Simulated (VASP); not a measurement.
# Ru in VASP: single point with PBE

Aim: the single point of Ru with PBE.

Program: VASP 6.6.1. These are calculated values, not measurements. Logs are shortened: lines on timing, memory, paths and dates and some standing lists are left out, and cuts for length are marked.

**1. The cell of the first run**

The cell holds a slab with vacuum, 5 atoms: a = 2.720 Å, b = 2.720 Å, c = 30.594 Å, α = 90.00°, β = 90.00°, γ = 120.00°.

**2. Single point, PBE**

Input file INCAR:

```
SYSTEM = Ru
ALGO = Normal
DIPOL = 0.5 0.5 0.500
EDIFF = 1E-7
ENCUT = 520
GGA = PE
IDIPOL = 3
ISIF = 2
ISMEAR = 0
LASPH = .True.
LCHARG = .False.
LDIPOL = .True.
LREAL = .False.
LWAVE = .False.
NBANDS = 43
NELM = 80
PREC = Accurate
SIGMA = 0.1
```

Input file KPOINTS:

```
k-points
0
Gamma
  15 15 1
  0 0 0
```

Input file POSCAR:

```
Ru
1.0
    2.7200250909      0.0000000000      0.0000000000
   -1.3600125454      2.3556108276      0.0000000000
    0.0000000000      0.0000000000     30.5935389932
Ru
5
Direct
    0.3333333333      0.6666666667      0.3595530417
    0.6666666667      0.3333333333      0.4297765208
    0.3333333333      0.6666666667      0.5000000000
    0.6666666667      0.3333333333      0.5702234792
    0.3333333333      0.6666666667      0.6404469583
```

Potentials or basis: VASP PAW PBE potentials, release 64 (Ru_pv).

The run is started by

```sh
> cat potpaw_PBE.64/Ru_pv/POTCAR > POTCAR
> mpirun -np 1 vasp_std > vasp.out
```

OUTCAR:

```text
SYSTEM = Ru
   EDIFF = 1E-7
   ENCUT = 520
   GGA = PE
   ISIF = 2
   ISMEAR = 0
   LASPH = .True.
   LREAL = .False.
   NELM = 80
   PREC = Accurate

 ion  position               nearest neighbor table
   1  0.333  0.667  0.360-   2 2.66   2 2.66   2 2.66
   2  0.667  0.333  0.430-   1 2.66   1 2.66   1 2.66   3 2.66   3 2.66   3 2.66
   3  0.333  0.667  0.500-   2 2.66   4 2.66   2 2.66   4 2.66   2 2.66   4 2.66
   4  0.667  0.333  0.570-   5 2.66   5 2.66   5 2.66   3 2.66   3 2.66   3 2.66
   5  0.333  0.667  0.640-   4 2.66   4 2.66   4 2.66

  LATTYP: Found a hexagonal cell.
 ALAT       =     2.7200250909
 C/A-ratio  =    11.2475208760

  Lattice vectors:

 A1 = (   2.7200250909,   0.0000000000,   0.0000000000)
 A2 = (  -1.3600125454,   2.3556108276,   0.0000000000)
 A3 = (   0.0000000000,   0.0000000000,  30.5935389932)

Analysis of symmetry for initial positions (statically):
=====================================================================
 Subroutine PRICEL returns:
 Original cell was already a primitive cell.

 Routine SETGRP: Setting up the symmetry group for a
 hexagonal supercell.

 Subroutine GETGRP returns: Found 12 space group operations
 (whereof 12 operations were pure point group operations)
 out of a pool of 24 trial point group operations.

The static configuration has the point symmetry D_3h.

Analysis of symmetry for dynamics (positions and initial velocities):
=====================================================================
 Subroutine PRICEL returns:
 Original cell was already a primitive cell.

 Routine SETGRP: Setting up the symmetry group for a
 hexagonal supercell.

 Subroutine GETGRP returns: Found 12 space group operations
 (whereof 12 operations were pure point group operations)
 out of a pool of 24 trial point group operations.

The dynamic configuration has the point symmetry D_3h.

 Subroutine INISYM returns: Found 12 space group operations
 (whereof 12 operations are pure point group operations),
 and found     1 'primitive' translations

----------------------------------------------------------------------------------------

                                     Primitive cell

  volume of cell :     196.0226

  direct lattice vectors                    reciprocal lattice vectors
     2.720025091  0.000000000  0.000000000     0.367643667  0.212259170  0.000000000
    -1.360012545  2.355610828  0.000000000     0.000000000  0.424518341  0.000000000
     0.000000000  0.000000000 30.593538993     0.000000000  0.000000000  0.032686640

  length of vectors
     2.720025091  2.720025091 30.593538993     0.424518341  0.424518341  0.032686640

  position of ions in fractional coordinates (direct lattice)
     0.333333333  0.666666667  0.359553042
     0.666666667  0.333333333  0.429776521
     0.333333333  0.666666667  0.500000000
     0.666666667  0.333333333  0.570223479
     0.333333333  0.666666667  0.640446958

  ion indices of the primitive-cell ions
   primitive index   ion index
                 1           1
                 2           2
                 3           3
                 4           4
                 5           5

----------------------------------------------------------------------------------------

 KPOINTS: k-points

Automatic generation of k-mesh.
 Grid dimensions read from file:
 generate k-points for:   15   15    1

 Generating k-lattice:

  Cartesian coordinates                     Fractional coordinates (reciprocal lattice)
     0.024509578  0.014150611  0.000000000     0.066666667 -0.000000000  0.000000000
     0.000000000  0.028301223  0.000000000     0.000000000  0.066666667  0.000000000
     0.000000000  0.000000000  0.032686640     0.000000000  0.000000000  1.000000000

  Length of vectors
     0.028301223  0.028301223  0.032686640

  Shift w.r.t. Gamma in fractional coordinates (k-lattice)
     0.000000000  0.000000000  0.000000000

 Subroutine IBZKPT returns following result:
 ===========================================

 Found     27 irreducible k-points:

 Following reciprocal coordinates:
            Coordinates               Weight
  0.000000  0.000000  0.000000      1.000000
  0.066667  0.000000  0.000000      6.000000
  0.133333  0.000000  0.000000      6.000000
  0.200000 -0.000000  0.000000      6.000000
  0.266667  0.000000  0.000000      6.000000
  0.333333  0.000000  0.000000      6.000000
[... 16 lines left out ...]
  0.333333  0.200000  0.000000     12.000000
  0.400000  0.200000  0.000000      6.000000
 [... further k-points ...]
   k-points           NKPTS =     27   k-points in BZ     NKDIM =     27   number of bands    NBANDS=     43
   number of dos      NEDOS =    301   number of ions     NIONS =      5
   total plane-waves  NPLWV =  96000
   dimension x,y,z NGX =    20 NGY =   20 NGZ =  240
   dimension x,y,z NGXF=    40 NGYF=   40 NGZF=  480
   ions per type =               5
   NGX,Y,Z   is equivalent  to a cutoff of  12.22, 12.22, 13.04 a.u.
   NGXF,Y,Z  is equivalent  to a cutoff of  24.45, 24.45, 26.08 a.u.
 SYSTEM =  Ru
   PREC   = accura    normal or accurate (medium, high low for compatibility)
   ISTART =      0    job   : 0-new  1-cont  2-samecut
   ICHARG =      2    charge: 1-file 2-atom 10-const
   ISPIN  =      1    spin polarized calculation?
   LNONCOLLINEAR =      F non collinear calculations
   LSORBIT =      F    spin-orbit coupling
   LASPH  =      T    aspherical Exc in radial PAW
   ENCUT  =  520.0 eV  38.22 Ry    6.18 a.u.   5.06  5.06 56.88*2*pi/ulx,y,z
   NELM   =     80;   NELMIN=  2; NELMDL= -5     # of ELM steps
   EDIFF  = 0.1E-06   stopping-criterion for ELM
   LREAL  =      F    real-space projection
   EDIFFG = 0.1E-05   stopping-criterion for IOM
   NSW    =      0    number of steps for IOM
   IBRION =     -1    ionic relax: 0-MD 1-quasi-New 2-CG
   NFREE  =      0    steps in history (QN), initial steepest desc. (CG)
   ISIF   =      2    stress and relaxation
   ISYM   =      2    0-nonsym 1-usesym 2-fastsym
   POTIM  = 0.5000    time-step for ionic-motion
   TEBEG  =    0.0;   TEEND  =   0.0 temperature during run
   PSTRESS=    0.0 pullay stress
   NELECT =      70.0000    total number of electrons
   NUPDOWN=      -1.0000    fix difference up-down
   EMIN   =  10.00;   EMAX   =-10.00  energy-range for DOS
   EFERMI =   0.00;   METHOD = LEGACY
   ISMEAR =     0;   SIGMA  =   0.10  broadening in eV -4-tet -1-fermi 0-gaus
   EFERMI_NEDOS =   21; number of points for ismear=-14 and -15
   IALGO  =     38    algorithm
   IMIX   =      4    mixing-type and parameters
     AMIX     =   0.40;   BMIX     =  1.00
     AMIX_MAG =   1.60;   BMIX_MAG =  1.00
  volume/ion in A,a.u.               =      39.20       264.57
  Fermi-wavevector in a.u.,A,eV,Ry     =   1.161463  2.194847 18.354215  1.348997
  Thomas-Fermi vector in A             =   2.298035
   LORBIT       =      0    0 simple, 1 ext, 2 COOP (PROOUT), +10 PAW based schemes
   GGA     = PE    functional components
   LHFCALC =     F    Hartree Fock is set to
   AEXX    =    0.0000 exact exchange contribution
   IVDW    =     0    specifies the selected vdW correction
   LEPSILON=     F    determine dielectric tensor
   LRPA    =     F    only Hartree local field effects (RPA)
 non-spin polarized calculation
 Gauss-broadening in eV      SIGMA  =   0.10
  energy-cutoff  :      520.00
  volume of cell :      196.02
 maximum number of plane-waves:      5320
   NGX = 11   NGY = 11   NGZ =113

 number of electron      70.0000013 magnetization

 dipolmoment           0.000000      0.000000      0.000000 electrons x Angstroem

 Free energy of the ion-electron system (eV)
  ---------------------------------------------------
  ext. energy  EPLUGINS =         0.00000000
  ---------------------------------------------------
  free energy    TOTEN  =       -44.00725197 eV

  energy without entropy =      -43.98250575  energy(sigma->0) =      -43.99487886

 E-fermi :   1.2160     XC(G=0):  -5.6065

 val. band max:        1.1963906619   @ k =   0.4000   0.2000   0.0000
 cond. band min:       1.2702966648   @ k =   0.2667   0.1333   0.0000
 fundamental gap:      0.0739060029
 Fermi energy:         1.2159904975

 k-point     1 :       0.0000    0.0000    0.0000
  band No.  band energies     occupation
      1     -42.3512      2.00000
      2     -42.0825      2.00000
      3     -41.6764      2.00000
      4     -41.5656      2.00000
      5     -41.5656      2.00000
      6     -41.5349      2.00000
[... 35 lines left out ...]
     42       2.2535      0.00000
     43       2.3458      0.00000

 k-point     2 :       0.0667    0.0000    0.0000
  band No.  band energies     occupation
      1     -42.3395      2.00000
      2     -42.0788      2.00000
      3     -41.6956      2.00000
      4     -41.5961      2.00000
      5     -41.5749      2.00000
      6     -41.5440      2.00000
[... 35 lines left out ...]
     42       2.0482      0.00000
     43       2.2646      0.00000

 k-point     3 :       0.1333    0.0000    0.0000
  band No.  band energies     occupation
      1     -42.3060      2.00000
      2     -42.0711      2.00000
      3     -41.7620      2.00000
      4     -41.6814      2.00000
      5     -41.6009      2.00000
      6     -41.5639      2.00000
[... 35 lines left out ...]
     42       2.2866      0.00000
     43       2.5018      0.00000

 k-point     4 :       0.2000   -0.0000    0.0000
  band No.  band energies     occupation
      1     -42.2567      2.00000
      2     -42.0724      2.00000
      3     -41.8716      2.00000
      4     -41.8043      2.00000
      5     -41.6623      2.00000
      6     -41.6385      2.00000
[... 863 lines left out ...]
     42       4.7215      0.00000
     43       5.2123      0.00000

 k-point    23 :       0.3333    0.2000    0.0000
  band No.  band energies     occupation
      1     -42.2506      2.00000
      2     -42.2256      2.00000
      3     -42.1498      2.00000
      4     -41.9711      2.00000
      5     -41.9349      2.00000
      6     -41.8829      2.00000
[... 35 lines left out ...]
     42       6.0510      0.00000
     43       6.6424      0.00000

 k-point    24 :       0.4000    0.2000    0.0000
  band No.  band energies     occupation
      1     -42.2619      2.00000
      2     -42.2427      2.00000
      3     -42.1536      2.00000
      4     -41.9530      2.00000
      5     -41.9513      2.00000
      6     -41.9098      2.00000
[... 35 lines left out ...]
     42       6.9708      0.00000
     43       7.4814      0.00000

 [... further k-points ...]

------------------------ aborting loop because EDIFF is reached ----------------------------------------

 vacuum level on the upper side and lower side of the slab       (xc-potential included)        -0.122        -0.122

  FORCE on cell =-STRESS in cart. coord.  units (eV):
  Direction    XX          YY          ZZ          XY          YZ          ZX
  --------------------------------------------------------------------------------------
  -------------------------------------------------------------------------------------
  Total       -4.0407481     -4.0407481     -2.8491704     -0.0000000     -0.0000000     -0.0000000
  in kB      -33.0267767    -33.0267767    -23.2874980     -0.0000000     -0.0000000     -0.0000000
  external PRESSURE =     -29.7803504 kB  Pullay stress =       0.0000000 kB

 VOLUME and BASIS-vectors are now :
 -----------------------------------------------------------------------------
  energy-cutoff  :      520.00
  volume of cell :      196.02
      direct lattice vectors                 reciprocal lattice vectors
     2.720025091  0.000000000  0.000000000     0.367643667  0.212259170  0.000000000
    -1.360012545  2.355610828  0.000000000     0.000000000  0.424518341  0.000000000
     0.000000000  0.000000000 30.593538993     0.000000000  0.000000000  0.032686640

 POSITION                                       TOTAL-FORCE (eV/Angst)
 -----------------------------------------------------------------------------------
     -0.00000      1.57041     11.00000        -0.000000      0.000000      0.682104
      1.36001      0.78520     13.14838         0.000000      0.000000     -0.714000
     -0.00000      1.57041     15.29677         0.000000      0.000000      0.000000
      1.36001      0.78520     17.44515         0.000000     -0.000000      0.714000
     -0.00000      1.57041     19.59354        -0.000000      0.000000     -0.682104
 -----------------------------------------------------------------------------------
    total drift:                                0.000000     -0.000000      0.000000

  FREE ENERGIE OF THE ION-ELECTRON SYSTEM (eV)
  ---------------------------------------------------
  free  energy   TOTEN  =       -44.0072519732 eV

  energy  without entropy=      -43.9825057508  energy(sigma->0) =      -43.99487886

 vacuum level on the upper side and lower side of the slab         6.114         6.114
```

Run time: 9.9 min. Hardware: 1 thread of AMD EPYC 7R43 (Zen 3), shared host; peak memory 0.33 GiB.

Results:

| Item | Value |
| --- | --- |
| Free energy | -44.0073 eV |
| Largest force | 0.714 eV/Å |
| Band gap on the k mesh | zero (bands 35 and 36 overlap by 2.35 eV) |

Forces on the atoms (eV/Å):
```
Ru   0.000  0.000  0.682
Ru   0.000  0.000 -0.714
Ru   0.000  0.000  0.000
Ru   0.000  0.000  0.714
Ru   0.000  0.000 -0.682
```
